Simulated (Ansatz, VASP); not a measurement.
One calculation of TiCo3, two programs

File INCAR:

```
SYSTEM = TiCo3
  ALGO = Normal
  EDIFF = 1E-7
  ENCUT = 520
  GGA = PS
  ISIF = 2
  ISMEAR = 0
  ISPIN = 2
  LASPH = .True.
  LCHARG = .False.
  LMAXMIX = 4
  LORBIT = 11
  LREAL = .False.
  LWAVE = .False.
  MAGMOM = 0 0.3 0.3 0.3
  NBANDS = 32
  NELM = 150
  PREC = Accurate
  SIGMA = 0.1
```

The input KPOINTS:

```
k-points
0
Gamma
  12 12 12
  0 0 0
```

Contents of POSCAR:

```
TiCo3
1.0
    3.5282498927      0.0000000000      0.0000000000
    0.0000000000      3.5282498927      0.0000000000
    0.0000000000      0.0000000000      3.5282498927
Ti Co
1 3
Direct
    0.0000000000      0.0000000000      0.0000000000
    0.0000000000      0.5000000000      0.5000000000
    0.5000000000      0.0000000000      0.5000000000
    0.5000000000      0.5000000000      0.0000000000
```

Input for Ansatz:

```yaml
crystal:
  lattice:
    - [3.5282466705, 0.0, 0.0]
    - [0.0, 3.5282466705, 0.0]
    - [0.0, 0.0, 3.5282466705]
  atoms:
    - { symbol: Ti, position: [0.0, 0.0, 0.0] }
    - { symbol: Co, position: [0.0, 0.5, 0.5], spin: 0.3 }
    - { symbol: Co, position: [0.5, 0.0, 0.5], spin: 0.3 }
    - { symbol: Co, position: [0.5, 0.5, 0.0], spin: 0.3 }
basis:
  ecutwfc: 420
kpoints:
  mp_grid: { grid: [12, 12, 12] }
  band_path:
    path:
      - [[0.0, 0.0, 0.0], [0.0, 0.5, 0.0], [0.5, 0.5, 0.0], [0.0, 0.0, 0.0], [0.5, 0.5, 0.5], [0.0, 0.5, 0.0]]
      - [[0.5, 0.5, 0.5], [0.5, 0.5, 0.0]]
    npoints: 14
hamiltonian:
  xc: pbesol
scf:
  occupations: { method: gaussian, width: 0.1 }
  n_extra_bands: 10
output:
  forces: true
  stress: true
  eigenvalues: true
  populations: true
  dos: { projected: true, de: 0.02, nscf_kmesh: { grid: [18, 18, 18] } }
  bader: true
  write_density: true
  write_potential: true
  elf: true
  volumetric_format: npy
magnetization:
  spin_polarized: true
checkpoint:
  read: start.run
  write: ck
  compress: false
  write_wavefunctions: false
  write_every: 100000
```

Alike in both runs: task single point; functional PBEsol; k mesh 12 × 12 × 12; occupations gaussian, width 0.1 eV; collinear spin.

|  | VASP | Ansatz |
| --- | --- | --- |
| version | VASP 6.6.1 | Ansatz 0.2.0 |
| potentials or method | VASP PAW PBE potentials, release 64 (Ti_sv, Co), cutoff 520 eV | scalar-relativistic, plane waves, PAW |
| valence electrons in the cell | 39 | 63 |

Ansatz gave:

| Quantity | Value |
| --- | --- |
| gap on the k mesh at the Fermi level (eV) | none |
| pressure (GPa) | 0.0 |
| net moment per atom (μB) | 0.17 |
| size of the moment on the site where the two differ most (μB) | 0.27 |

Q: What did VASP give for the same quantities?

A: gap on the k mesh at the Fermi level (eV): none; pressure (GPa): -0.7; net moment per atom (μB): 0.17; size of the moment on the site where the two differ most (μB): 0.26.

VASP's potentials were made for PBE, not for PBEsol. Site moments also hang on the region over which each program counts them. A gap of «none» marks a metal or a gap that the smearing closes. VASP's potentials hold 39 valence electrons a cell and Ansatz's 63, so a difference there can come from the potentials and not from the codes. Ansatz's warnings: stability check not made.
